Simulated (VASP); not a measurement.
Set up this calculation in VASP 6.6.1, as the native input.

* Task: relaxation of cell and atoms
* Functional: PBEsol
* Potentials or basis: VASP PAW PBE potentials, release 64 (Ni)
* Cutoff: 600 eV
* k mesh: 19 × 19 × 19
* Occupations: fermi-dirac, width 0.1 eV
* Spin: collinear spin, ferromagnetic start
* Starting moments: [1.0] μB
* Target pressure: -2.2 GPa
* Dipole correction: no
* Further INCAR settings: ALGO = Normal; EDIFF = 1e-06; IBRION = 2; EDIFFG = -0.005; NSW = 32; ISIF = 3

The structure of Ni lies in POSCAR:

```
Ni
1.0
    0.0000000000      1.7381565062      1.7381565062
    1.7381565062      0.0000000000      1.7381565062
    1.7381565062      1.7381565062      0.0000000000
Ni
1
Direct
    0.0000000000      0.0000000000      0.0000000000
```

These files were run (other wordings do the same):

INCAR

```
SYSTEM = Ni
PREC     = Accurate       ! precision mode
ENCUT    = 600            ! plane-wave cutoff, eV
EDIFF    = 1E-6           ! SCF threshold, eV
ISMEAR   = -1             ! smearing method
SIGMA    = 0.1            ! smearing width, eV
LREAL    = .FALSE.        ! projectors in reciprocal space
LASPH    = .TRUE.         ! aspherical terms in the spheres
NELM     = 150            ! most SCF steps
ALGO     = Normal         ! electronic algorithm
ISIF     = 3              ! what is computed and relaxed
LWAVE    = .FALSE.        ! write WAVECAR
LCHARG   = .FALSE.        ! write CHGCAR
ISPIN    = 2              ! spin polarisation
MAGMOM   = 1              ! initial moments
LORBIT   = 11             ! projections on sites
LMAXMIX  = 4              ! l up to which the mixer works
GGA      = PS             ! functional
IBRION   = 2              ! ionic algorithm
NSW      = 32             ! ionic steps
EDIFFG   = -0.005         ! ionic threshold
PSTRESS  = -22.0
```

KPOINTS

```
Automatic mesh
0
G
  19 19 19
  0 0 0
```

Potentials or basis: VASP PAW PBE potentials, release 64 (Ni).

Run with:

```bash
$ cat potpaw_PBE.64/Ni/POTCAR > POTCAR
$ mpirun -np 1 vasp_std > vasp.out
```

Results of the run:

```yaml
Relaxed_volume: 10.49 Å³/atom
Relaxed_cell: a = 2.457 Å, b = 2.457 Å, c = 2.457 Å, α = 60.00°, β = 60.00°, γ = 60.00°
Space_group_after_relaxing_to_0.1_Å: Fm-3m (No. 225)
Energy_change_on_relaxing_the_run_minimises_the_enthalpy: -0.1 meV/atom
Ionic_steps: 3
Pressure_after_relaxing: -2.1 GPa
Net_moment: 0.59 μB per cell
Site_moments: Ni +0.60 μB
Valence_electrons_inside_the_program's_atomic_spheres: Ni 9.38
```

Caveat: the cell is relaxed towards a set pressure, so the run minimises the enthalpy, not the energy; the PAW data sets were made with another functional, which shifts forces and pressure a little.

It took 37 s on 1 thread of Intel(R) Xeon(R) 6975P-C (Granite Rapids), with other jobs on the host, peak memory 0.17 GiB.
